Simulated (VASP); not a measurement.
Crystal: Rb.

```
Rb
1.0
    -2.80250    2.80250    2.80250
     2.80250   -2.80250    2.80250
     2.80250    2.80250   -2.80250
Rb
1
Direct
  0.00000 0.00000 0.00000
```

```yaml
Program: VASP 6.6.1
Task: relaxation of volume and atoms at fixed shape
Functional: LDA
Potentials_or_basis: VASP PAW LDA potentials, release 64 (Rb_sv)
Cutoff: 600 eV
k_mesh: 6 × 6 × 6
Occupations: fermi-dirac, width 0.1 eV
Spin: no spin polarisation
```

At the start: pressure -0.3 GPa; volume 88.04 Å³/atom.

Problem. Where does the relaxation end?

Solution. Over 4 steps the energy falls by 11.5 meV/atom and the volume is 78.65 Å³/atom (-10.7 %); space group Im-3m (No. 229, to 0.05 Å).

The path:
```csv
step,energy change (eV),largest force (eV/Å),pressure (GPa),volume (Å³)
1,0.0000,0.0000,-0.34,88.04
2,-0.0044,0.0000,-0.27,85.71
3,-0.0110,0.0000,-0.06,80.00
4,-0.0115,0.0000,-0.03,78.65
```

Final structure:
```cif
data_structure
_symmetry_space_group_name_H-M 'P 1'
_symmetry_Int_Tables_number 1
_cell_length_a 4.6750
_cell_length_b 4.6750
_cell_length_c 4.6750
_cell_angle_alpha 109.471
_cell_angle_beta 109.471
_cell_angle_gamma 109.471
_cell_volume 78.65
loop_
_atom_site_label
_atom_site_type_symbol
_atom_site_fract_x
_atom_site_fract_y
_atom_site_fract_z
_atom_site_occupancy
Rb1 Rb 0.00000 0.00000 0.00000 1
```

Caveat: the volume moved by -11 % from the deposited cell, more than functionals usually miss.
